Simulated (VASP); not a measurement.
Here is a VASP 6.6.1 calculation.

POSCAR

```
MgO
1.0
    2.1021675162      2.1021675162      0.0000000000
   -2.1021675162      2.1021675162      0.0000000000
    0.0000000000      2.1021675162      2.1021675162
Mg O
1 1
Direct
    0.0000000000      0.0000000000      0.0000000000
    0.5000000000      0.5000000000      0.0000000000
```

Contents of INCAR.step1:

```
SYSTEM = MgO
PREC = Accurate
ENCUT = 600
ISMEAR = 0
SIGMA = 0.01
LREAL = .False.
LASPH = .True.
NELM = 60
GGA = PE
ALGO = Normal
EDIFF = 1E-4
LWAVE = .True.
LCHARG = .False.
```

File INCAR.step2:

```
SYSTEM = MgO
PREC = Accurate
ENCUT = 600
EDIFF = 1E-6
ISMEAR = 0
SIGMA = 0.01
LREAL = .False.
LASPH = .True.
NELM = 60
ALGO = Normal
ISIF = 3
LWAVE = .False.
LCHARG = .False.
METAGGA = R2SCAN
LMIXTAU = .True.
IBRION = 2
NSW = 100
EDIFFG = -0.002
PSTRESS = 20.0
ISTART = 1
```

KPOINTS

```
Automatic mesh
0
Gamma
  10 10 10
  0 0 0
```

Potentials or basis: VASP PAW PBE potentials, release 64 (Mg, O).

Run with:

```console
$ cat potpaw_PBE.64/Mg/POTCAR potpaw_PBE.64/O/POTCAR > POTCAR
$ cp INCAR.step1 INCAR
$ mpirun -np 1 vasp_std > vasp.out
$ cp INCAR.step2 INCAR
$ mpirun -np 1 vasp_std > vasp.out
```

Problem. What does it give for the relaxed cell?

Solution. a = 2.954 Å, b = 2.954 Å, c = 2.954 Å, α = 60.00°, β = 60.00°, γ = 90.00°.

Problem. What does it give for the relaxed volume?

Solution. 9.11 Å³/atom.

Problem. Predict the space group after relaxing (to 0.1 Å).

Solution. Fm-3m (No. 225).

Final structure:
```yaml
crystal:
  lattice:
    - [2.08848, 2.08848, 0.00000]
    - [-2.08848, 2.08848, 0.00000]
    - [0.00000, 2.08848, 2.08848]
  atoms:
    - { symbol: Mg, position: [0.00000, 0.00000, 0.00000] }
    - { symbol: O, position: [0.50000, 0.50000, 0.00000] }
```

Caveat: the cell is relaxed towards a set pressure, so the run minimises the enthalpy, not the energy; the PAW data sets were made with another functional, which shifts forces and pressure a little.
